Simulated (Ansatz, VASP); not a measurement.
Ge: VASP beside Ansatz

INCAR

```
ALGO = Normal
EDIFF = 1E-6
ENCUT = 520
GGA = PS
ISIF = 2
ISMEAR = 0
LASPH = T
LCHARG = F
LREAL = F
LWAVE = F
NBANDS = 21
NELM = 100
PREC = Accurate
SIGMA = 0.15
```

File KPOINTS:

```
k-points
0
Gamma
  20 20 20
```

Contents of POSCAR:

```
Ge
1.0
   -2.6517244106      2.6517244106      1.4393350225
    2.6517244106     -2.6517244106      1.4393350225
    2.6517244106      2.6517244106     -1.4393350225
Ge
2
Direct
    0.2500000000      0.7500000000      0.5000000000
    0.5000000000      0.5000000000      0.0000000000
```

Input for Ansatz:

```yaml
crystal:
  lattice:
    - [-2.6517244106, 2.6517244106, 1.4393350225]
    - [2.6517244106, -2.6517244106, 1.4393350225]
    - [2.6517244106, 2.6517244106, -1.4393350225]
  atoms:
    - { symbol: Ge, position: [0.25, 0.75, 0.5] }
    - { symbol: Ge, position: [0.5, 0.5, 0.0] }
basis:
  ecutwfc: 420
kpoints:
  mp_grid: { grid: [20, 20, 20] }
hamiltonian:
  xc: pbesol
scf:
  occupations: { method: gaussian, width: 0.15 }
output:
  forces: true
  stress: true
  eigenvalues: true
  write_density: true
  write_potential: true
  elf: true
  volumetric_format: npy
```

Change from the starting cell: strain +0.030 along x and y, +0.030 along z, atoms carried along.

Alike in both runs: task single point; functional PBEsol; k mesh 20 × 20 × 20; occupations gaussian, width 0.15 eV; no spin polarisation.

|  | VASP | Ansatz |
| --- | --- | --- |
| version | VASP 6.6.1 | Ansatz 0.2.0 |
| potentials or method | VASP PAW PBE potentials, release 64 (Ge_d), cutoff 520 eV | scalar-relativistic, plane waves, PAW |
| valence electrons in the cell | 28 | 28 |

```tsv
	VASP	Ansatz	Ansatz less VASP
gap on the k mesh at the Fermi level (eV)	none	none	-
pressure (GPa)	-6.3	-6.2	+0.06
traceless stress, the component that is largest in VASP (GPa)	0.54	0.53	-0.020
```

VASP's potentials were made for PBE, not for PBEsol. A gap of «none» marks a metal or a gap that the smearing closes. With one functional, cell and mesh, what is left measures potentials, basis and numerics.
